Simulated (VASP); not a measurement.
Write the native input for VASP 6.6.1 that does the following.

```yaml
Task: single point
Functional: PBE
Potentials_or_basis: VASP PAW PBE potentials, release 64 (Si, C)
Cutoff: 520 eV
k_mesh: 2 × 2 × 2
Occupations: fermi-dirac, width 0.02 eV
Spin: collinear spin, ferromagnetic start
Starting_moments: "[0.0, 0.0, 0.0, 0.0, 0.0, 0.0, 0.0, 0.0, 0.0, 0.0, 0.0, 0.0, 0.0, 0.0, 0.0, 0.0, 0.06] μB"
Dipole_correction: no
Further_INCAR_settings: ALGO = Normal; EDIFF = 1e-06; NBANDS = 52
```

The structure of Si16C (a cell with a defect) lies in POSCAR:

```
Si16C
1.0
    0.0000000000      5.4300000000      5.4300000000
    5.4300000000      0.0000000000      5.4300000000
    5.4300000000      5.4300000000      0.0000000000
Si C
16 1
Direct
   -0.0152302026      0.0211049724      0.0216758748
    0.0969705341      0.1520718232      0.1530847145
   -0.0209852670     -0.0027163904      0.5469337017
    0.1099079190      0.1324493554      0.6481031308
   -0.0213720074      0.5466758748     -0.0018139963
    0.1098895028      0.6476611418      0.1333885820
   -0.0296500921      0.4963535912      0.4972375691
    0.1936372007      0.5574125230      0.5571731123
    0.4708011050      0.0208747698      0.0214456722
    0.6108379374      0.1378176796      0.1384806630
    0.4831123389      0.0162799263      0.5119705341
    0.6107826888      0.1261786372      0.6480386740
    0.4830386740      0.5114180479      0.0170349908
    0.6102578269      0.6476611418      0.1271270718
    0.5428913444      0.4891896869      0.4900184162
    0.6013627993      0.6432596685      0.6439594843
    1.0490055249      0.7188029466      0.7195764273
```

These files were run (other wordings do the same):

INCAR

```
PREC = Accurate ; ENCUT = 520
EDIFF = 1E-6 ; ISMEAR = -1
SIGMA = 0.02 ; LREAL = F
LASPH = T ; NELM = 200
ALGO = Normal ; ISIF = 2
LWAVE = F ; LCHARG = F
ISPIN = 2 ; MAGMOM = 0 0 0 0 0 0 0 0 0 0 0 0 0 0 0 0 0.06
LORBIT = 11 ; GGA = PE
NBANDS = 52 ; GGA_COMPAT = F
```

KPOINTS

```
Automatic mesh
0
Gamma
  2 2 2
```

Potentials or basis: VASP PAW PBE potentials, release 64 (Si, C).

Launch:

```bash
$ cat potpaw_PBE.64/Si/POTCAR potpaw_PBE.64/C/POTCAR > POTCAR
$ mpirun -np 1 vasp_std > vasp.out
```

It gave:

* Pressure: 4.5 GPa
* Largest force: 0.035 eV/Å
* Net moment: 0.24 μB per cell
* Site moments: Si +0.00, +0.01, -0.00; C +0.06 μB
* Valence electrons inside the program's atomic spheres: Si 1.70, 1.65, 1.68, 1.71, 1.73, 1.72; C 2.49

Caveat: the k points lie up to 0.50 Å⁻¹ apart.

Run time: 6.9 min on 1 thread of AMD EPYC 9R45 96-Core Processor (Zen 5), on a shared host, peak memory 0.71 GiB.
